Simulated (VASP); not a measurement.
Set up this calculation in VASP 6.6.1, as the native input.

```yaml
Task: single point
Functional: LDA
Potentials_or_basis: VASP PAW LDA potentials, release 64 (Te)
Cutoff: 520 eV
k_mesh: 11 × 11 × 7
Occupations: methfessel-paxton, width 0.05 eV
Spin: no spin polarisation
Dipole_correction: no
Further_INCAR_settings: ALGO = Normal; EDIFF = 1e-06; NBANDS = 13
```

The structure of Te lies in POSCAR:

```
Te
1.0
   -2.9577914636      3.8759656627      1.5351528885
    2.9577914636     -3.8759656627      1.5351528885
    2.9577914636      3.8759656627     -1.5351528885
Te
2
Direct
    0.0072360000      0.7399050000      0.2566560000
    0.9837460000      0.2422910000      0.7595560000
```

These files were run (other wordings do the same):

INCAR

```
ALGO     = Normal         # electronic algorithm
EDIFF    = 1E-6           # SCF threshold, eV
ENCUT    = 520            # plane-wave cutoff, eV
GGA      = CA             # functional
ISIF     = 2              # what is computed and relaxed
ISMEAR   = 1              # smearing method
LASPH    = T              # aspherical terms in the spheres
LCHARG   = T              # write CHGCAR
LELF     = T              # ELF
LREAL    = F              # projectors in reciprocal space
LVHAR    = T            
LWAVE    = F              # write WAVECAR
NBANDS   = 13             # bands
NELM     = 80             # most SCF steps
PREC     = Accurate       # precision mode
SIGMA    = 0.05           # smearing width, eV
```

KPOINTS

```
k-points
0
Gamma
  11 11 7
```

Potentials or basis: VASP PAW LDA potentials, release 64 (Te).

Run with:

```sh
$ cat potpaw_LDA.64/Te/POTCAR > POTCAR
$ mpirun -np 1 vasp_std > vasp.out
```

Results of the run:

```yaml
Pressure: -2.1 GPa
Largest_force: 0.037 eV/Å
Band_gap_on_the_k_mesh: zero (bands 6 and 7 overlap by 4.01 eV)
```

Caveat: spin-orbit coupling is left out, which moves the levels of the heavy elements.

It took 11 min on 1 thread of Intel Xeon 8259CL, with other jobs on the host, peak memory 0.45 GiB.
